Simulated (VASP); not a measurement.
# Na3Cl2 (Cmmm) in VASP: further runs

The runs below take Na3Cl2 through single point, with r2SCAN.

Program: VASP 6.6.1. These are calculated values, not measurements. Logs are shortened: lines on timing, memory, paths and dates and some standing lists are left out, and cuts for length are marked.

## (1) The cell of the first run

It takes space group Cmmm (No. 65, orthorhombic). The conventional cell has a = 3.481 Å, b = 20.337 Å, c = 3.471 Å, α = 90.00°, β = 90.00°, γ = 90.00°. Cl (site symmetry m2m) has 8 Na at 2.97 to 3.01 Å and 5 Cl at 3.47 to 3.48 Å within 3.9 Å. Within 3.9 Å of Na (site symmetry m2m) lie 4 Cl at 2.97 Å and 7 Na at 3.40 to 3.80 Å. Within 4.0 Å of Na (site symmetry mmm) lie 8 Cl at 3.01 Å and 6 Na at 3.40 to 3.48 Å.

## (2) Single point, r2SCAN

POSCAR reads:

```
Na3Cl2
1.0
    1.7404255035    -10.1686860379      0.0000000000
    1.7404255035     10.1686860379      0.0000000000
    0.0000000000      0.0000000000      3.4708484300
Cl Na
2 3
Direct
    0.0853912619      0.9146087381      0.5000000000
    0.9146087381      0.0853912619      0.5000000000
    0.6670638390      0.3329361610      0.0000000000
    0.3329361610      0.6670638390      0.0000000000
    0.5000000000      0.5000000000      0.0000000000
```

INCAR.step1 reads:

```
ALGO = Normal
EDIFF = 1E-4
ENCUT = 520
GGA = PE
ISMEAR = -1
LASPH = True
LCHARG = False
LREAL = False
LWAVE = True
NBANDS = 26
NELM = 60
PREC = Accurate
SIGMA = 0.05
```

INCAR.step2 reads:

```
ALGO = Normal
EDIFF = 1E-6
ENCUT = 520
ISIF = 2
ISMEAR = -1
ISTART = 1
LASPH = True
LCHARG = False
LMIXTAU = True
LREAL = False
LWAVE = False
METAGGA = R2SCAN
NBANDS = 26
NELM = 60
PREC = Accurate
SIGMA = 0.05
```

KPOINTS reads:

```
k-points
0
Gamma
  8 8 8
```

Potentials or basis: VASP PAW PBE potentials, release 64 (Cl, Na_pv).

Command:

```sh
cat potpaw_PBE.64/Cl/POTCAR potpaw_PBE.64/Na_pv/POTCAR > POTCAR
cp INCAR.step1 INCAR
mpirun -np 1 vasp_std > vasp.out
cp INCAR.step2 INCAR
mpirun -np 1 vasp_std > vasp.out
```

OUTCAR:

```text
EDIFF = 1E-6
   ENCUT = 520
   ISIF = 2
   ISMEAR = -1
   ISTART = 1
   LASPH = True
   LREAL = False
   METAGGA = R2SCAN
   NELM = 60
   PREC = Accurate

 ion  position               nearest neighbor table
   1  0.085  0.915  0.500-
   2  0.915  0.085  0.500-
   3  0.667  0.333  0.000-
   4  0.333  0.667  0.000-
   5  0.500  0.500  0.000-

  LATTYP: Found a base centered orthorhombic cell.
 ALAT       =     3.4808510070
 B/A-ratio  =     5.8426436624
 C/A-ratio  =     0.9971263990

  Lattice vectors:

 A1 = (   1.7404255035, -10.1686860379,   0.0000000000)
 A2 = (   1.7404255035,  10.1686860379,   0.0000000000)
 A3 = (   0.0000000000,   0.0000000000,   3.4708484300)

Analysis of symmetry for initial positions (statically):
=====================================================================
 Subroutine PRICEL returns:
 Original cell was already a primitive cell.

 Routine SETGRP: Setting up the symmetry group for a
 base centered orthorhombic supercell.

 Subroutine GETGRP returns: Found  8 space group operations
 (whereof  8 operations were pure point group operations)
 out of a pool of  8 trial point group operations.

The static configuration has the point symmetry D_2h.

Analysis of symmetry for dynamics (positions and initial velocities):
=====================================================================
 Subroutine PRICEL returns:
 Original cell was already a primitive cell.

 Routine SETGRP: Setting up the symmetry group for a
 base centered orthorhombic supercell.

 Subroutine GETGRP returns: Found  8 space group operations
 (whereof  8 operations were pure point group operations)
 out of a pool of  8 trial point group operations.

The dynamic configuration has the point symmetry D_2h.

 Subroutine INISYM returns: Found  8 space group operations
 (whereof  8 operations are pure point group operations),
 and found     1 'primitive' translations

----------------------------------------------------------------------------------------

                                     Primitive cell

  volume of cell :     122.8530

  direct lattice vectors                    reciprocal lattice vectors
     1.740425504-10.168686038  0.000000000     0.287286068 -0.049170561  0.000000000
     1.740425504 10.168686038  0.000000000     0.287286068  0.049170561  0.000000000
     0.000000000  0.000000000  3.470848430     0.000000000  0.000000000  0.288113993

  length of vectors
    10.316552557 10.316552557  3.470848430     0.291463598  0.291463598  0.288113993

  position of ions in fractional coordinates (direct lattice)
     0.085391262  0.914608738  0.500000000
     0.914608738  0.085391262  0.500000000
     0.667063839  0.332936161  0.000000000
     0.332936161  0.667063839  0.000000000
     0.500000000  0.500000000  0.000000000

  ion indices of the primitive-cell ions
   primitive index   ion index
                 1           1
                 2           2
                 3           3
                 4           4
                 5           5

----------------------------------------------------------------------------------------

 KPOINTS: k-points

Automatic generation of k-mesh.
 Grid dimensions read from file:
 generate k-points for:    8    8    8

 Generating k-lattice:

  Cartesian coordinates                     Fractional coordinates (reciprocal lattice)
     0.035910759 -0.006146320  0.000000000     0.125000000 -0.000000000  0.000000000
     0.035910759  0.006146320  0.000000000    -0.000000000  0.125000000  0.000000000
     0.000000000  0.000000000  0.036014249     0.000000000  0.000000000  0.125000000

  Length of vectors
     0.036432950  0.036432950  0.036014249

  Shift w.r.t. Gamma in fractional coordinates (k-lattice)
     0.000000000  0.000000000  0.000000000

 Subroutine IBZKPT returns following result:
 ===========================================

 Found    105 irreducible k-points:

 Following reciprocal coordinates:
            Coordinates               Weight
  0.000000  0.000000  0.000000      1.000000
  0.125000 -0.000000  0.000000      4.000000
  0.250000 -0.000000  0.000000      4.000000
  0.375000 -0.000000  0.000000      4.000000
  0.500000 -0.000000  0.000000      2.000000
  0.125000  0.125000  0.000000      2.000000
[... 16 lines left out ...]
  0.125000 -0.000000  0.125000      8.000000
  0.250000 -0.000000  0.125000      8.000000
 [... further k-points ...]
   k-points           NKPTS =    105   k-points in BZ     NKDIM =    105   number of bands    NBANDS=     26
   number of dos      NEDOS =    301   number of ions     NIONS =      5
   total plane-waves  NPLWV = 179200
   dimension x,y,z NGX =    80 NGY =   80 NGZ =   28
   dimension x,y,z NGXF=   160 NGYF=  160 NGZF=   56
   ions per type =               2   3
   NGX,Y,Z   is equivalent  to a cutoff of  12.89, 12.89, 13.41 a.u.
   NGXF,Y,Z  is equivalent  to a cutoff of  25.78, 25.78, 26.82 a.u.
 SYSTEM =  unknown system
   PREC   = accura    normal or accurate (medium, high low for compatibility)
   ISTART =      1    job   : 0-new  1-cont  2-samecut
   ICHARG =      0    charge: 1-file 2-atom 10-const
   ISPIN  =      1    spin polarized calculation?
   LNONCOLLINEAR =      F non collinear calculations
   LSORBIT =      F    spin-orbit coupling
   LASPH  =      T    aspherical Exc in radial PAW
   ENCUT  =  520.0 eV  38.22 Ry    6.18 a.u.  19.18 19.18  6.45*2*pi/ulx,y,z
   NELM   =     60;   NELMIN=  2; NELMDL=  0     # of ELM steps
   EDIFF  = 0.1E-05   stopping-criterion for ELM
   LREAL  =      F    real-space projection
   EDIFFG = 0.1E-04   stopping-criterion for IOM
   NSW    =      0    number of steps for IOM
   IBRION =     -1    ionic relax: 0-MD 1-quasi-New 2-CG
   NFREE  =      0    steps in history (QN), initial steepest desc. (CG)
   ISIF   =      2    stress and relaxation
   ISYM   =      2    0-nonsym 1-usesym 2-fastsym
   POTIM  = 0.5000    time-step for ionic-motion
   TEBEG  =    0.0;   TEEND  =   0.0 temperature during run
   PSTRESS=    0.0 pullay stress
   NELECT =      35.0000    total number of electrons
   NUPDOWN=      -1.0000    fix difference up-down
   EMIN   =  10.00;   EMAX   =-10.00  energy-range for DOS
   EFERMI =   0.00;   METHOD = LEGACY
   ISMEAR =    -1;   SIGMA  =   0.05  broadening in eV -4-tet -1-fermi 0-gaus
   EFERMI_NEDOS =   21; number of points for ismear=-14 and -15
   IALGO  =     38    algorithm
   IMIX   =      4    mixing-type and parameters
     AMIX     =   0.40;   BMIX     =  1.00
     AMIX_MAG =   1.60;   BMIX_MAG =  1.00
  volume/ion in A,a.u.               =      24.57       165.81
  Fermi-wavevector in a.u.,A,eV,Ry     =   1.077215  2.035640 15.788080  1.160391
  Thomas-Fermi vector in A             =   2.213120
   LORBIT       =      0    0 simple, 1 ext, 2 COOP (PROOUT), +10 PAW based schemes
   METAGGA = R2SCAN    functional components
   LHFCALC =     F    Hartree Fock is set to
   AEXX    =    0.0000 exact exchange contribution
   IVDW    =     0    specifies the selected vdW correction
   LEPSILON=     F    determine dielectric tensor
   LRPA    =     F    only Hartree local field effects (RPA)
 non-spin polarized calculation
  energy-cutoff  :      520.00
  volume of cell :      122.85
 maximum number of plane-waves:      3354
 NGX is ok and might be reduce to    80
   NGX = 39   NGY = 39   NGZ = 13

 number of electron      34.9999995 magnetization

 Free energy of the ion-electron system (eV)
  ---------------------------------------------------
  ext. energy  EPLUGINS =         0.00000000
  ---------------------------------------------------
  free energy    TOTEN  =       -30.24008757 eV

  energy without entropy =      -30.23139276  energy(sigma->0) =      -30.23574016

 E-fermi :   3.0978     XC(G=0):  -8.2728

 val. band max:        3.0962400214   @ k =   0.3750  -0.0000   0.1250
 cond. band min:       3.1021868095   @ k =  -0.2500   0.1250   0.3750
 fundamental gap:      0.0059467881
 Fermi energy:         3.0978125751

 k-point     1 :       0.0000    0.0000    0.0000
  band No.  band energies     occupation
      1     -23.9909      2.00000
      2     -23.9636      2.00000
      3     -23.9627      2.00000
      4     -23.5139      2.00000
      5     -23.5065      2.00000
      6     -23.5051      2.00000
[... 18 lines left out ...]
     25      10.4547      0.00000
     26      11.9316      0.00000

 k-point     2 :       0.1250   -0.0000    0.0000
  band No.  band energies     occupation
      1     -23.9899      2.00000
      2     -23.9684      2.00000
      3     -23.9631      2.00000
      4     -23.5127      2.00000
      5     -23.5124      2.00000
      6     -23.5100      2.00000
[... 18 lines left out ...]
     25       9.8417      0.00000
     26      10.8689      0.00000

 k-point     3 :       0.2500   -0.0000    0.0000
  band No.  band energies     occupation
      1     -23.9874      2.00000
      2     -23.9820      2.00000
      3     -23.9618      2.00000
      4     -23.5257      2.00000
      5     -23.5238      2.00000
      6     -23.5090      2.00000
[... 18 lines left out ...]
     25       9.6724      0.00000
     26      10.8778      0.00000

 k-point     4 :       0.3750   -0.0000    0.0000
  band No.  band energies     occupation
      1     -23.9955      2.00000
      2     -23.9850      2.00000
      3     -23.9606      2.00000
      4     -23.5386      2.00000
      5     -23.5375      2.00000
      6     -23.5049      2.00000
[... 18 lines left out ...]
     25      10.1502      0.00000
     26      11.0008      0.00000
[... 496 lines left out ...]
      1     -23.9898      2.00000
      2     -23.9694      2.00000
      3     -23.9622      2.00000
      4     -23.5133      2.00000
      5     -23.5106      2.00000
      6     -23.5097      2.00000
[... 18 lines left out ...]
     25       9.9132      0.00000
     26      10.4563      0.00000

 k-point    23 :       0.1250   -0.0000    0.1250
  band No.  band energies     occupation
      1     -23.9889      2.00000
      2     -23.9690      2.00000
      3     -23.9675      2.00000
      4     -23.5120      2.00000
      5     -23.5119      2.00000
      6     -23.5104      2.00000
[... 18 lines left out ...]
     25       9.7323      0.00000
     26      10.0383      0.00000

 k-point    24 :       0.2500   -0.0000    0.1250
  band No.  band energies     occupation
      1     -23.9866      2.00000
      2     -23.9812      2.00000
      3     -23.9673      2.00000
      4     -23.5249      2.00000
      5     -23.5231      2.00000
      6     -23.5091      2.00000
[... 18 lines left out ...]
     25       9.5295      0.00000
     26      10.3312      0.00000

 [... further k-points ...]
[... 5 lines left out ...]
  --------------------------------------------------------------------------------------
  -------------------------------------------------------------------------------------
  Total       -0.1291394     -0.1396912     -0.1668837      0.0000000      0.0000000      0.0000000
  in kB       -1.6841605     -1.8217710     -2.1763993      0.0000000      0.0000000      0.0000000
  external PRESSURE =      -1.8941103 kB  Pullay stress =       0.0000000 kB

 VOLUME and BASIS-vectors are now :
 -----------------------------------------------------------------------------
  energy-cutoff  :      520.00
  volume of cell :      122.85
      direct lattice vectors                 reciprocal lattice vectors
     1.740425504-10.168686038  0.000000000     0.287286068 -0.049170561  0.000000000
     1.740425504 10.168686038  0.000000000     0.287286068  0.049170561  0.000000000
     0.000000000  0.000000000  3.470848430     0.000000000  0.000000000  0.288113993

 POSITION                                       TOTAL-FORCE (eV/Angst)
 -----------------------------------------------------------------------------------
      1.74043      8.43205      1.73542         0.000000     -0.000003      0.000000
      1.74043     -8.43205      1.73542         0.000000      0.000003      0.000000
      1.74043     -3.39764      0.00000         0.000000     -0.001652      0.000000
      1.74043      3.39764      0.00000         0.000000      0.001652      0.000000
      1.74043      0.00000      0.00000         0.000000      0.000000      0.000000
 -----------------------------------------------------------------------------------
    total drift:                                0.000000      0.000000     -0.000000

  FREE ENERGIE OF THE ION-ELECTRON SYSTEM (eV)
  ---------------------------------------------------
  free  energy   TOTEN  =       -30.2400875681 eV

  energy  without entropy=      -30.2313927603  energy(sigma->0) =      -30.23574016
```

Run time: 31 min. Hardware: 1 thread of Intel Xeon Platinum 8488C (Sapphire Rapids), shared host; peak memory 0.61 GiB.

What came out:

- Free energy: -30.2401 eV
- Pressure: -0.2 GPa
- Band gap on the k mesh: zero (an odd number of electrons rules out a gap without spin polarisation)

Caveat: the PAW data sets were made with another functional, which shifts forces and pressure a little; an odd number of electrons without spin polarisation forces a metal; a magnetic or distorted state may lie lower.

## (3) Single point, r2SCAN

This run uses another cell than the first one, of 14.78 Å³/atom.

POSCAR reads:

```
Na3Cl2
1.0
    1.4997457589     -8.3286333563      0.0000000000
    1.4997457589      8.3286333563      0.0000000000
    0.0000000000      0.0000000000      2.9575439952
Cl Na
2 3
Direct
    0.0920359200      0.9079640800      0.5000000000
    0.9079640800      0.0920359200      0.5000000000
    0.6795218078      0.3204781922      0.0000000000
    0.3204781922      0.6795218078      0.0000000000
    0.5000000000      0.5000000000      0.0000000000
```

INCAR.step1 reads:

```
SYSTEM = Na3Cl2
PREC = Accurate
ENCUT = 520
ISMEAR = -1
SIGMA = 0.05
LREAL = .FALSE.
LASPH = .TRUE.
NELM = 60
NBANDS = 26
GGA = PE
ALGO = Normal
EDIFF = 1E-4
LWAVE = .TRUE.
LCHARG = .FALSE.
```

INCAR.step2 reads:

```
SYSTEM = Na3Cl2
PREC = Accurate
ENCUT = 520
EDIFF = 1E-6
ISMEAR = -1
SIGMA = 0.05
LREAL = .FALSE.
LASPH = .TRUE.
NELM = 60
ALGO = Normal
ISIF = 2
LWAVE = .FALSE.
LCHARG = .FALSE.
METAGGA = R2SCAN
LMIXTAU = .TRUE.
NBANDS = 26
ISTART = 1
```

KPOINTS reads:

```
regular mesh
0
G
  8 8 8
  0 0 0
```

Potentials or basis: VASP PAW PBE potentials, release 64 (Cl, Na_pv).

Command:

```sh
cat potpaw_PBE.64/Cl/POTCAR potpaw_PBE.64/Na_pv/POTCAR > POTCAR
cp INCAR.step1 INCAR
mpirun -np 1 vasp_std > vasp.out
cp INCAR.step2 INCAR
mpirun -np 1 vasp_std > vasp.out
```

OUTCAR:

```text
SYSTEM = Na3Cl2
   PREC = Accurate
   ENCUT = 520
   EDIFF = 1E-6
   ISMEAR = -1
   LREAL = .FALSE.
   LASPH = .TRUE.
   NELM = 60
   ISIF = 2
   METAGGA = R2SCAN
   ISTART = 1

 ion  position               nearest neighbor table
   1  0.092  0.908  0.500-   3 2.56   3 2.56   3 2.56   3 2.56   5 2.61   5 2.61   5 2.61   5 2.61

   2  0.908  0.092  0.500-   4 2.56   4 2.56   4 2.56   4 2.56   5 2.61   5 2.61   5 2.61   5 2.61

   3  0.680  0.320  0.000-   1 2.56   1 2.56   1 2.56   1 2.56   4 2.79   4 2.79
[... 896 lines left out ...]
 [... further k-points ...]
[... 5 lines left out ...]
  --------------------------------------------------------------------------------------
  -------------------------------------------------------------------------------------
  Total       13.6337746     13.6541784     13.5646397      0.0000000      0.0000000      0.0000000
  in kB      295.6474210    296.0898769    294.1482363      0.0000000      0.0000000      0.0000000
  external PRESSURE =     295.2951781 kB  Pullay stress =       0.0000000 kB

 VOLUME and BASIS-vectors are now :
 -----------------------------------------------------------------------------
  energy-cutoff  :      520.00
  volume of cell :       73.88
      direct lattice vectors                 reciprocal lattice vectors
     1.499745759 -8.328633356  0.000000000     0.333389841 -0.060033859  0.000000000
     1.499745759  8.328633356  0.000000000     0.333389841  0.060033859  0.000000000
     0.000000000  0.000000000  2.957543995     0.000000000  0.000000000  0.338118385

 POSITION                                       TOTAL-FORCE (eV/Angst)
 -----------------------------------------------------------------------------------
      1.49975      6.79557      1.47877         0.000000      0.004333      0.000000
      1.49975     -6.79557      1.47877         0.000000     -0.004333      0.000000
      1.49975     -2.99034      0.00000         0.000000      0.020927      0.000000
      1.49975      2.99034      0.00000         0.000000     -0.020927      0.000000
      1.49975      0.00000      0.00000         0.000000      0.000000      0.000000
 -----------------------------------------------------------------------------------
    total drift:                               -0.000000     -0.000000     -0.000000

  FREE ENERGIE OF THE ION-ELECTRON SYSTEM (eV)
  ---------------------------------------------------
  free  energy   TOTEN  =       -27.4117372455 eV

  energy  without entropy=      -27.4057367849  energy(sigma->0) =      -27.40873702
```

Wall time 38 min (1 thread of Oxide Virtual Turin-like, shared host); peak memory 0.38 GiB.

What came out:

```
Free energy            : -27.4117 eV
Pressure               : 29.5 GPa
Largest force          : 0.021 eV/Å
Band gap on the k mesh : zero (an odd number of electrons rules out a gap without spin polarisation)
```

Forces in eV/Å, atoms in the order of the input:
```
Cl   0.000  0.004  0.000
Cl   0.000 -0.004  0.000
Na   0.000  0.021  0.000
Na   0.000 -0.021  0.000
Na   0.000  0.000  0.000
```

Levels at points of the mesh, in eV from the Fermi level:
```
           k point  band 15  band 16  band 17  band 18  band 19  band 20  band 21  band 22
(0.00, 0.00, 0.00)    -4.64    -4.59    -4.42    -2.39     4.35     4.69     5.19     5.50
(0.50, 0.00, 0.00)    -5.92    -4.14    -3.87     1.08     1.11     3.40     5.60     6.77
(0.50, 0.50, 0.00)    -4.64    -4.59    -4.42    -1.75     3.37     4.33     4.74     5.35
(0.00, 0.00, 0.50)    -5.78    -4.30    -4.03     0.85     1.05     4.55     5.25     6.55
(0.50, 0.00, 0.50)    -7.95    -6.96    -5.22     2.16     2.97     3.85     3.93     4.21
(0.50, 0.50, 0.50)    -5.92    -4.30    -4.02     1.25     1.61     2.67     5.99     6.86
```

Caveat: the cell stands under pressure; the PAW data sets were made with another functional, which shifts forces and pressure a little; an odd number of electrons without spin polarisation forces a metal; a magnetic or distorted state may lie lower.

[end of part 1 of 2]
